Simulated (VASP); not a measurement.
Input of a VASP 6.6.1 run:

INCAR

```
SYSTEM = SnSe
ALGO = Normal
DIPOL = 0.5 0.5 0.500
EDIFF = 1E-6
ENCUT = 400
GGA = PE
GGA_COMPAT = .FALSE.
IDIPOL = 3
ISIF = 2
ISMEAR = -1
LASPH = .TRUE.
LCHARG = .FALSE.
LDIPOL = .TRUE.
LREAL = .FALSE.
LWAVE = .FALSE.
NBANDS = 50
NELM = 120
NELMDL = -8
PREC = Accurate
SIGMA = 0.05
```

KPOINTS

```
k-points
0
G
  7 7 1
  0 0 0
```

POSCAR

```
SnSe
1.0
    4.2567828227      0.0000000000      0.0000000000
   -2.1283914114      3.6864820629      0.0000000000
    0.0000000000      0.0000000000     27.1647701718
Se Sn
4 4
Direct
    0.3333333333      0.6666666667      0.2760928936
    0.0000000000      0.0000000000      0.4040398115
    0.6666666667      0.3333333333      0.5319867295
    0.3333333333      0.6666666667      0.6599336474
    0.6666666667      0.3333333333      0.3400663526
    0.3333333333      0.6666666667      0.4680132705
    0.0000000000      0.0000000000      0.5959601885
    0.6666666667      0.3333333333      0.7239071064
```

Potentials or basis: VASP PAW PBE potentials, release 64 (Se, Sn_d).

Command:

```bash
$ cat potpaw_PBE.64/Se/POTCAR potpaw_PBE.64/Sn_d/POTCAR > POTCAR
$ mpirun -np 1 vasp_std > vasp.out
```

(1) What does it give for the band gap on the k mesh?

(2) Predict the largest force.

## Answers

(1) zero (band 40 reaches 0.61 eV, above the bottom of band 41 at 0.56 eV).

(2) 2.045 eV/Å.

Caveat: spin-orbit coupling is left out, which moves the levels of the heavy elements.
